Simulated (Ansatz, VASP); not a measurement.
# SiNi in VASP and in Ansatz

POSCAR

```
SiNi
1.0
    2.9427706600      0.0000000000      0.0000000000
    0.0000000000      3.2803255400      0.0000000000
    0.0000000000      0.0000000000      4.6774467600
Ni Si
2 2
Direct
    0.5000000000      0.5000000000      0.3424955900
    0.0000000000      0.0000000000      0.6575044100
    0.5000000000      0.5000000000      0.8431431600
    0.0000000000      0.0000000000      0.1568568400
```

INCAR.step1

```
  PREC = Accurate
  ENCUT = 660
  ISMEAR = -1
  SIGMA = 0.05
  LREAL = F
  LASPH = T
  NELM = 200
  ISPIN = 2
  MAGMOM = 1 1 0 0
  LMAXMIX = 4
  LDAU = T
  LDAUTYPE = 2
  LDAUL = 2 -1
  LDAUU = 3 0
  LDAUJ = 0 0
  NBANDS = 26
  GGA = PE
  ALGO = Normal
  EDIFF = 1E-5
  LWAVE = T
  LCHARG = F
  GGA_COMPAT = F
```

Contents of INCAR.step2:

```
  PREC = Accurate
  ENCUT = 660
  EDIFF = 1E-6
  ISMEAR = -1
  SIGMA = 0.05
  LREAL = F
  LASPH = T
  NELM = 200
  ALGO = Normal
  ISIF = 2
  LWAVE = F
  LCHARG = F
  ISPIN = 2
  MAGMOM = 1 1 0 0
  LORBIT = 11
  LMAXMIX = 4
  LDAU = T
  LDAUTYPE = 2
  LDAUL = 2 -1
  LDAUU = 3 0
  LDAUJ = 0 0
  LDAUPRINT = 1
  METAGGA = R2SCAN
  LMIXTAU = T
  NBANDS = 26
  ISTART = 1
  GGA_COMPAT = F
```

Contents of KPOINTS:

```
regular mesh
0
Gamma
  9 8 6
```

input.yaml

```yaml
crystal:
  lattice:
    - [2.94277066, 0.0, 0.0]
    - [0.0, 3.28032554, 0.0]
    - [0.0, 0.0, 4.67744676]
  atoms:
    - { symbol: Ni, position: [0.5, 0.5, 0.34249559], spin: 1.0 }
    - { symbol: Ni, position: [0.0, 0.0, 0.65750441], spin: 1.0 }
    - { symbol: Si, position: [0.5, 0.5, 0.84314316] }
    - { symbol: Si, position: [0.0, 0.0, 0.15685684] }
hamiltonian:
  xc: r2scan
  pseudopotentials: { kind: paw }
  hubbard: { sites: [{ species: Ni, l: d, u_eff: 3.0 }] }
magnetization:
  spin_polarized: true
kpoints:
  mp_grid: { grid: [9, 8, 6] }
  band_path:
    path:
      - [[0.0, 0.0, 0.0], [0.5, 0.0, 0.0], [0.5, 0.5, 0.0], [0.0, 0.5, 0.0], [0.0, 0.0, 0.0], [0.0, 0.0, 0.5], [0.5, 0.0, 0.5], [0.5, 0.5, 0.5], [0.0, 0.5, 0.5], [0.0, 0.0, 0.5]]
      - [[0.0, 0.5, 0.0], [0.0, 0.5, 0.5]]
      - [[0.5, 0.0, 0.5], [0.5, 0.0, 0.0]]
      - [[0.5, 0.5, 0.0], [0.5, 0.5, 0.5]]
    npoints: 14
scf:
  occupations: { method: fermi_dirac, width: 0.05 }
  n_extra_bands: 10
output:
  forces: true
  stress: true
  eigenvalues: true
  fatbands: false
```

Alike in both runs: functional r2SCAN; k mesh 9 × 8 × 6; occupations fermi-dirac, width 0.05 eV; collinear spin; Hubbard terms Ni d U = 3.0 eV.

|  | VASP | Ansatz |
| --- | --- | --- |
| version | VASP 6.6.1 | Ansatz 0.2.0 |
| potentials or method | VASP PAW PBE potentials, release 64 (Ni, Si) | Ansatz PAW |
| plane-wave cutoff (eV) | 660 | 500 |
| valence electrons in the cell | 28 | 44 |
| task | single point | band structure |

```tsv
	VASP	Ansatz	Ansatz less VASP
gap on the k mesh at the Fermi level (eV)	none	none	-
pressure (GPa)	-4.3	-0.3	+4.01
traceless stress, the component that is largest in VASP (GPa)	-1.29	-0.86	+0.430
rms of the force components (eV/Å)	0.074	0.027	-0.0464
net moment per atom (μB)	0.00	0.00	0.000
```

VASP's potentials were made for PBE, not for r2SCAN. The programs project onto different local orbitals, so the same U acts differently, and such runs can settle in different states. Atom by atom the forces differ by 0.056 eV/Å (rms over components). A gap of «none» marks a metal or a gap that the smearing closes. VASP's potentials hold 28 valence electrons a cell and Ansatz's 44, so a difference there can come from the potentials and not from the codes.

Noted on Ansatz's run: the magnetic or orbital state may not be the lowest.
